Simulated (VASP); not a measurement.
# LiTa2H2 (I4/mmm) in VASP: further runs

Runs on LiTa2H2. Level: PBE. Tasks: single point, relaxation of cell and atoms.

Everything below comes from runs of VASP 6.6.1. Logs are shortened: lines on timing, memory, paths and dates and some standing lists are left out, and cuts for length are marked.

### Step 1. The cell of the first run

It takes space group I4/mmm (No. 139, tetragonal). The conventional cell has a = 4.250 Å, b = 4.250 Å, c = 6.044 Å, α = 90.00°, β = 90.00°, γ = 90.00°. Within 2.3 Å of Li (site symmetry 4/mmm) lie 2 H at 1.70 Å. Ta (site symmetry -4m2) has 4 H at 2.13 Å and 4 Li at 2.61 Å within 2.8 Å. H (site symmetry 4mm) has 1 Li at 1.70 Å and 4 Ta at 2.13 Å within 2.3 Å.

The cell was built from a structure type or drawn by symmetry, and may not be a known phase.

### Step 2. Single point, PBE

Input file INCAR:

```
SYSTEM = LiTa2H2
PREC = Accurate ; ENCUT = 520
EDIFF = 1E-6 ; ISMEAR = 0
SIGMA = 0.1 ; LREAL = .FALSE.
LASPH = .TRUE. ; NELM = 100
ALGO = Normal ; ISIF = 2
LWAVE = .FALSE. ; LCHARG = .FALSE.
GGA = PE ; NBANDS = 22
```

Input file KPOINTS:

```
regular mesh
0
G
  12 12 12
  0 0 0
```

Input file POSCAR:

```
LiTa2H2
1.0
   -2.1251132173      2.1251132173      3.0219338550
    2.1251132173     -2.1251132173      3.0219338550
    2.1251132173      2.1251132173     -3.0219338550
Li Ta H
1 2 2
Direct
    0.0000000000      0.0000000000      0.0000000000
    0.7500000000      0.2500000000      0.5000000000
    0.2500000000      0.7500000000      0.5000000000
    0.7186258826      0.7186258826      0.0000000000
    0.2813741174      0.2813741174      0.0000000000
```

Potentials or basis: VASP PAW PBE potentials, release 64 (Li_sv, Ta_pv, H).

Launch:

```sh
cat potpaw_PBE.64/Li_sv/POTCAR potpaw_PBE.64/Ta_pv/POTCAR potpaw_PBE.64/H/POTCAR > POTCAR
mpirun -np 1 vasp_std > vasp.out
```

OUTCAR:

```text
SYSTEM = LiTa2H2
   PREC = Accurate
   ENCUT = 520
   EDIFF = 1E-6
   ISMEAR = 0
   LREAL = .FALSE.
   LASPH = .TRUE.
   NELM = 100
   ISIF = 2
   GGA = PE

 ion  position               nearest neighbor table
   1  0.000  0.000  0.000-   4 1.70   5 1.70   2 2.61   3 2.61   2 2.61   3 2.61   2 2.61   3 2.61
                             2 2.61   3 2.61
   2  0.750  0.250  0.500-   5 2.13   4 2.13   5 2.13   4 2.13   1 2.61   1 2.61   1 2.61   1 2.61
                             3 3.01   3 3.01   3 3.01   3 3.01   3 3.02   3 3.02
   3  0.250  0.750  0.500-   5 2.13   4 2.13   5 2.13   4 2.13   1 2.61   1 2.61   1 2.61   1 2.61
                             2 3.01   2 3.01   2 3.01   2 3.01   2 3.02   2 3.02
   4  0.719  0.719  0.000-   1 1.70   2 2.13   3 2.13   2 2.13   3 2.13
   5  0.281  0.281  0.000-   1 1.70   2 2.13   3 2.13   3 2.13   2 2.13

  LATTYP: Found a body centered tetragonal cell.
 ALAT       =     4.2502264346
 C/A-ratio  =     1.4220107571

  Lattice vectors:

 A1 = (  -2.1251132173,   2.1251132173,   3.0219338550)
 A2 = (   2.1251132173,  -2.1251132173,   3.0219338550)
 A3 = (   2.1251132173,   2.1251132173,  -3.0219338550)

Analysis of symmetry for initial positions (statically):
=====================================================================
 Subroutine PRICEL returns:
 Original cell was already a primitive cell.

 Routine SETGRP: Setting up the symmetry group for a
 body centered tetragonal supercell.

 Subroutine GETGRP returns: Found 16 space group operations
 (whereof 16 operations were pure point group operations)
 out of a pool of 16 trial point group operations.

The static configuration has the point symmetry D_4h.

Analysis of symmetry for dynamics (positions and initial velocities):
=====================================================================
 Subroutine PRICEL returns:
 Original cell was already a primitive cell.

 Routine SETGRP: Setting up the symmetry group for a
 body centered tetragonal supercell.

 Subroutine GETGRP returns: Found 16 space group operations
 (whereof 16 operations were pure point group operations)
 out of a pool of 16 trial point group operations.

The dynamic configuration has the point symmetry D_4h.

 Subroutine INISYM returns: Found 16 space group operations
 (whereof 16 operations are pure point group operations),
 and found     1 'primitive' translations

----------------------------------------------------------------------------------------

                                     Primitive cell

  volume of cell :      54.5895

  direct lattice vectors                    reciprocal lattice vectors
    -2.125113217  2.125113217  3.021933855     0.000000000  0.235281582  0.165456964
     2.125113217 -2.125113217  3.021933855     0.235281582  0.000000000  0.165456964
     2.125113217  2.125113217 -3.021933855     0.235281582  0.235281582  0.000000000

  length of vectors
     4.261959244  4.261959244  4.261959244     0.287634194  0.287634194  0.332738404

  position of ions in fractional coordinates (direct lattice)
     0.000000000  0.000000000  0.000000000
     0.750000000  0.250000000  0.500000000
     0.250000000  0.750000000  0.500000000
     0.718625883  0.718625883  0.000000000
     0.281374117  0.281374117  0.000000000

  ion indices of the primitive-cell ions
   primitive index   ion index
                 1           1
                 2           2
                 3           3
                 4           4
                 5           5

----------------------------------------------------------------------------------------

 KPOINTS: regular mesh

Automatic generation of k-mesh.
 Grid dimensions read from file:
 generate k-points for:   12   12   12

 Generating k-lattice:

  Cartesian coordinates                     Fractional coordinates (reciprocal lattice)
     0.000000000  0.019606799  0.013788080     0.083333333  0.000000000 -0.000000000
     0.019606799  0.000000000  0.013788080     0.000000000  0.083333333 -0.000000000
     0.019606799  0.019606799  0.000000000     0.000000000  0.000000000  0.083333333

  Length of vectors
     0.023969516  0.023969516  0.027728200

  Shift w.r.t. Gamma in fractional coordinates (k-lattice)
     0.000000000  0.000000000  0.000000000

 Subroutine IBZKPT returns following result:
 ===========================================

 Found    163 irreducible k-points:

 Following reciprocal coordinates:
            Coordinates               Weight
  0.000000  0.000000  0.000000      1.000000
  0.083333 -0.000000  0.000000      8.000000
  0.166667 -0.000000  0.000000      8.000000
  0.250000 -0.000000  0.000000      8.000000
  0.333333 -0.000000  0.000000      8.000000
  0.416667 -0.000000  0.000000      8.000000
[... 16 lines left out ...]
  0.500000  0.166667  0.000000     16.000000
 -0.416667  0.166667 -0.000000     16.000000
 [... further k-points ...]
   k-points           NKPTS =    163   k-points in BZ     NKDIM =    163   number of bands    NBANDS=     22
   number of dos      NEDOS =    301   number of ions     NIONS =      5
   total plane-waves  NPLWV =  32768
   dimension x,y,z NGX =    32 NGY =   32 NGZ =   32
   dimension x,y,z NGXF=    64 NGYF=   64 NGZF=   64
   ions per type =               1   2   2
   NGX,Y,Z   is equivalent  to a cutoff of  12.48, 12.48, 12.48 a.u.
   NGXF,Y,Z  is equivalent  to a cutoff of  24.96, 24.96, 24.96 a.u.
 SYSTEM =  LiTa2H2
   PREC   = accura    normal or accurate (medium, high low for compatibility)
   ISTART =      0    job   : 0-new  1-cont  2-samecut
   ICHARG =      2    charge: 1-file 2-atom 10-const
   ISPIN  =      1    spin polarized calculation?
   LNONCOLLINEAR =      F non collinear calculations
   LSORBIT =      F    spin-orbit coupling
   LASPH  =      T    aspherical Exc in radial PAW
   ENCUT  =  520.0 eV  38.22 Ry    6.18 a.u.   7.92  7.92  7.92*2*pi/ulx,y,z
   NELM   =    100;   NELMIN=  2; NELMDL= -5     # of ELM steps
   EDIFF  = 0.1E-05   stopping-criterion for ELM
   LREAL  =      F    real-space projection
   EDIFFG = 0.1E-04   stopping-criterion for IOM
   NSW    =      0    number of steps for IOM
   IBRION =     -1    ionic relax: 0-MD 1-quasi-New 2-CG
   NFREE  =      0    steps in history (QN), initial steepest desc. (CG)
   ISIF   =      2    stress and relaxation
   ISYM   =      2    0-nonsym 1-usesym 2-fastsym
   POTIM  = 0.5000    time-step for ionic-motion
   TEBEG  =    0.0;   TEEND  =   0.0 temperature during run
   PSTRESS=    0.0 pullay stress
   NELECT =      27.0000    total number of electrons
   NUPDOWN=      -1.0000    fix difference up-down
   EMIN   =  10.00;   EMAX   =-10.00  energy-range for DOS
   EFERMI =   0.00;   METHOD = LEGACY
   ISMEAR =     0;   SIGMA  =   0.10  broadening in eV -4-tet -1-fermi 0-gaus
   EFERMI_NEDOS =   21; number of points for ismear=-14 and -15
   IALGO  =     38    algorithm
   IMIX   =      4    mixing-type and parameters
     AMIX     =   0.40;   BMIX     =  1.00
     AMIX_MAG =   1.60;   BMIX_MAG =  1.00
  volume/ion in A,a.u.               =      10.92        73.68
  Fermi-wavevector in a.u.,A,eV,Ry     =   1.294672  2.446575 22.805750  1.676175
  Thomas-Fermi vector in A             =   2.426240
   LORBIT       =      0    0 simple, 1 ext, 2 COOP (PROOUT), +10 PAW based schemes
   GGA     = PE    functional components
   LHFCALC =     F    Hartree Fock is set to
   AEXX    =    0.0000 exact exchange contribution
   IVDW    =     0    specifies the selected vdW correction
   LEPSILON=     F    determine dielectric tensor
   LRPA    =     F    only Hartree local field effects (RPA)
 non-spin polarized calculation
 Gauss-broadening in eV      SIGMA  =   0.10
  energy-cutoff  :      520.00
  volume of cell :       54.59
 maximum number of plane-waves:      1484
   NGX = 15   NGY = 15   NGZ = 15

 number of electron      27.0000000 magnetization

 Free energy of the ion-electron system (eV)
  ---------------------------------------------------
  ext. energy  EPLUGINS =         0.00000000
  ---------------------------------------------------
  free energy    TOTEN  =       -30.37262366 eV

  energy without entropy =      -30.35911853  energy(sigma->0) =      -30.36587110

 E-fermi :   4.8428     XC(G=0): -11.4587

 val. band max:        4.8421649083   @ k =  -0.1667   0.5000   0.0833
 cond. band min:       4.8436692896   @ k =  -0.3333  -0.4167   0.2500
 fundamental gap:      0.0015043813
 Fermi energy:         4.8427933504

 k-point     1 :       0.0000    0.0000    0.0000
  band No.  band energies     occupation
      1     -40.0266      2.00000
      2     -30.0944      2.00000
      3     -30.0944      2.00000
      4     -29.9347      2.00000
      5     -29.6939      2.00000
      6     -29.6939      2.00000
[... 14 lines left out ...]
     21      10.8315      0.00000
     22      12.0167      0.00000

 k-point     2 :       0.0833   -0.0000    0.0000
  band No.  band energies     occupation
      1     -40.0267      2.00000
      2     -30.0893      2.00000
      3     -30.0880      2.00000
      4     -29.9294      2.00000
      5     -29.7024      2.00000
      6     -29.7013      2.00000
[... 14 lines left out ...]
     21      11.8733      0.00000
     22      12.2694      0.00000

 k-point     3 :       0.1667   -0.0000    0.0000
  band No.  band energies     occupation
      1     -40.0271      2.00000
      2     -30.0741      2.00000
      3     -30.0694      2.00000
      4     -29.9139      2.00000
      5     -29.7268      2.00000
      6     -29.7227      2.00000
[... 14 lines left out ...]
     21      12.3081      0.00000
     22      12.9108      0.00000
[... 476 lines left out ...]
 k-point    23 :       0.5000    0.1667    0.0000
  band No.  band energies     occupation
      1     -40.0293      2.00000
      2     -30.0671      2.00000
      3     -30.0427      2.00000
      4     -29.8826      2.00000
      5     -29.7779      2.00000
      6     -29.7557      2.00000
[... 14 lines left out ...]
     21      10.8746      0.00000
     22      13.9095      0.00000

 k-point    24 :      -0.4167    0.1667   -0.0000
  band No.  band energies     occupation
      1     -40.0290      2.00000
      2     -30.0809      2.00000
      3     -30.0166      2.00000
      4     -29.9164      2.00000
      5     -29.8061      2.00000
      6     -29.7347      2.00000
[... 14 lines left out ...]
     21      11.1701      0.00000
     22      13.7891      0.00000

 [... further k-points ...]

------------------------ aborting loop because EDIFF is reached ----------------------------------------

  FORCE on cell =-STRESS in cart. coord.  units (eV):
  Direction    XX          YY          ZZ          XY          YZ          ZX
  --------------------------------------------------------------------------------------
  -------------------------------------------------------------------------------------
  Total        0.0196779      0.0196779      0.0367620      0.0000000      0.0000000      0.0000000
  in kB        0.5775376      0.5775376      1.0789474      0.0000000      0.0000000      0.0000000
  external PRESSURE =       0.7446742 kB  Pullay stress =       0.0000000 kB

 VOLUME and BASIS-vectors are now :
 -----------------------------------------------------------------------------
  energy-cutoff  :      520.00
  volume of cell :       54.59
      direct lattice vectors                 reciprocal lattice vectors
    -2.125113217  2.125113217  3.021933855     0.000000000  0.235281582  0.165456964
     2.125113217 -2.125113217  3.021933855     0.235281582  0.000000000  0.165456964
     2.125113217  2.125113217 -3.021933855     0.235281582  0.235281582  0.000000000

 POSITION                                       TOTAL-FORCE (eV/Angst)
 -----------------------------------------------------------------------------------
      0.00000      0.00000      0.00000        -0.000000     -0.000000      0.000000
      0.00000      2.12511      1.51097        -0.000000     -0.000000      0.000000
      2.12511      0.00000      1.51097        -0.000000     -0.000000      0.000000
      0.00000      0.00000      4.34328         0.000000      0.000000     -0.009150
      0.00000      0.00000      1.70059         0.000000      0.000000      0.009150
 -----------------------------------------------------------------------------------
    total drift:                               -0.000000     -0.000000      0.000000

  FREE ENERGIE OF THE ION-ELECTRON SYSTEM (eV)
  ---------------------------------------------------
  free  energy   TOTEN  =       -30.3726236630 eV

  energy  without entropy=      -30.3591185321  energy(sigma->0) =      -30.36587110
```

It took 2.6 min on 1 thread of Intel Xeon Platinum 8375C at 2.90GHz (Ice Lake), shared host; peak memory 0.31 GiB.

What came out:

* Free energy: -30.3726 eV
* Largest force: 0.009 eV/Å
* Band gap on the k mesh: zero (an odd number of electrons rules out a gap without spin polarisation)

Forces in eV/Å, atoms in the order of the input:
```
Li   0.000  0.000  0.000
Ta   0.000  0.000  0.000
Ta   0.000  0.000  0.000
H    0.000  0.000 -0.009
H    0.000  0.000  0.009
```

Caveat: the cutoff is under 1.25 times the usual one of these potentials, so pressure, stress and relaxed cells hold a basis-set (Pulay) error; spin-orbit coupling is left out, which moves the levels of the heavy elements.

### Step 3. Relaxation of cell and atoms, PBE

Input file INCAR:

```
SYSTEM = LiTa2H2
ALGO = Normal
EDIFF = 1E-7
EDIFFG = -0.01
ENCUT = 600
GGA = PE
IBRION = 2
ISIF = 3
ISMEAR = 0
LASPH = .True.
LCHARG = .False.
LREAL = .False.
LWAVE = .False.
NELM = 100
NSW = 100
PREC = Accurate
SIGMA = 0.1
```

Input file KPOINTS:

```
k-points
0
Gamma
  12 12 12
  0 0 0
```

Input file POSCAR:

```
LiTa2H2
1.0
   -2.1319862519      2.1319862519      3.0007291633
    2.1319862519     -2.1319862519      3.0007291633
    2.1319862519      2.1319862519     -3.0007291633
Li Ta H
1 2 2
Direct
    0.0000000000      0.0000000000      0.0000000000
    0.7500000000      0.2500000000      0.5000000000
    0.2500000000      0.7500000000      0.5000000000
    0.7186320000      0.7186320000      0.0000000000
    0.2813680000      0.2813680000      0.0000000000
```

Potentials or basis: VASP PAW PBE potentials, release 64 (Li_sv, Ta_pv, H).

Launch:

```sh
cat potpaw_PBE.64/Li_sv/POTCAR potpaw_PBE.64/Ta_pv/POTCAR potpaw_PBE.64/H/POTCAR > POTCAR
mpirun -np 1 vasp_std > vasp.out
```

It took 9.1 min on 1 thread of Intel Xeon Platinum 8375C at 2.90GHz (Ice Lake), shared host; peak memory 0.34 GiB.

It converged, with:

- Free energy: -30.3751 eV
- Relaxed volume: 10.94 Å³/atom
- Relaxed cell: a = 4.264 Å, b = 4.264 Å, c = 4.264 Å, α = 120.18°, β = 120.18°, γ = 89.68°
- Space group after relaxing (to 0.1 Å): I4/mmm (No. 139)
- Energy gained by relaxing: 0.4 meV/atom
- Ionic steps: 4
- Pressure after relaxing: -0.1 GPa
- Largest force after relaxing: 0.006 eV/Å
- Band gap on the k mesh: zero (an odd number of electrons rules out a gap without spin polarisation)

Forces on the atoms (eV/Å):
```
Li   0.000  0.000  0.000
Ta   0.000  0.000  0.000
Ta   0.000  0.000  0.000
H    0.000  0.000  0.006
H    0.000  0.000 -0.006
```

The path:
| step | energy change (eV) | largest force (eV/Å) | pressure (GPa) | volume (Å³) |
| --- | --- | --- | --- | --- |
| 1 | 0.0000 | 0.0336 | -0.04 | 54.56 |
| 2 | -0.0014 | 0.0153 | 0.12 | 54.53 |
| 3 | -0.0018 | 0.0006 | 0.27 | 54.51 |
| 4 | -0.0019 | 0.0056 | -0.12 | 54.68 |

Final structure:
```
Li Ta H
1.0
    -2.12621    2.12621    3.02358
     2.12621   -2.12621    3.02358
     2.12621    2.12621   -3.02358
Li Ta H
1 2 2
Direct
  0.00000 0.00000 0.00000
  0.75000 0.25000 0.50000
  0.25000 0.75000 0.50000
  0.71809 0.71809 0.00000
  0.28191 0.28191 0.00000
```

Levels at points of the mesh, in eV from the Fermi level:
```
           k point  band 9  band 10  band 11  band 12  band 13  band 14  band 15  band 16  band 17
(0.00, 0.00, 0.00)   -7.19    -3.21    -2.75    -2.75    -2.66     3.47     3.71     3.71     5.83
(0.50, 0.00, 0.00)   -6.54    -2.23    -1.86    -1.33    -0.77     0.15     0.34     0.79     0.89
(0.50, 0.50, 0.00)   -4.93    -4.74    -3.21    -2.62    -1.81     0.11     0.60     0.95     1.75
(0.50, 0.50, 0.50)   -7.57    -1.93    -1.81    -1.14     0.57     0.57     1.56     1.56     1.70
```

Caveat: the cutoff is under 1.25 times the usual one of these potentials, so pressure, stress and relaxed cells hold a basis-set (Pulay) error; spin-orbit coupling is left out, which moves the levels of the heavy elements.
